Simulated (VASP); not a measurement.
A run of VASP 6.6.1:

Contents of INCAR:

```
PREC     = Accurate       # precision mode
ENCUT    = 520            # plane-wave cutoff, eV
EDIFF    = 1E-7           # SCF threshold, eV
ISMEAR   = 0              # smearing method
SIGMA    = 0.15           # smearing width, eV
LREAL    = F              # projectors in reciprocal space
LASPH    = T              # aspherical terms in the spheres
NELM     = 80             # most SCF steps
ALGO     = Fast           # electronic algorithm
ISIF     = 2              # what is computed and relaxed
LWAVE    = F              # write WAVECAR
LCHARG   = F              # write CHGCAR
GGA      = PS             # functional
NBANDS   = 11             # bands
```

The input KPOINTS:

```
Automatic mesh
0
Gamma
  26 26 26
```

The input POSCAR:

```
Pt
1.0
   -1.5838776602      1.5838776602      1.5604706012
    1.5838776602     -1.5838776602      1.5604706012
    1.5838776602      1.5838776602     -1.5604706012
Pt
1
Direct
    0.0000000000      0.0000000000      0.0000000000
```

Potentials or basis: VASP PAW PBE potentials, release 64 (Pt).

Command:

```sh
$ cat potpaw_PBE.64/Pt/POTCAR > POTCAR
$ mpirun -np 1 vasp_std > vasp.out
```

Hardware: 1 thread of Intel(R) Xeon(R) 6975P-C (Granite Rapids) (shared host).

**Question.** How long does it take, and how much memory?

**Answer.** Run time: 70 s on 1 thread of Intel(R) Xeon(R) 6975P-C (Granite Rapids) (shared host), peak memory 0.32 GiB. Counts: scf iterations 14, k points 1330.
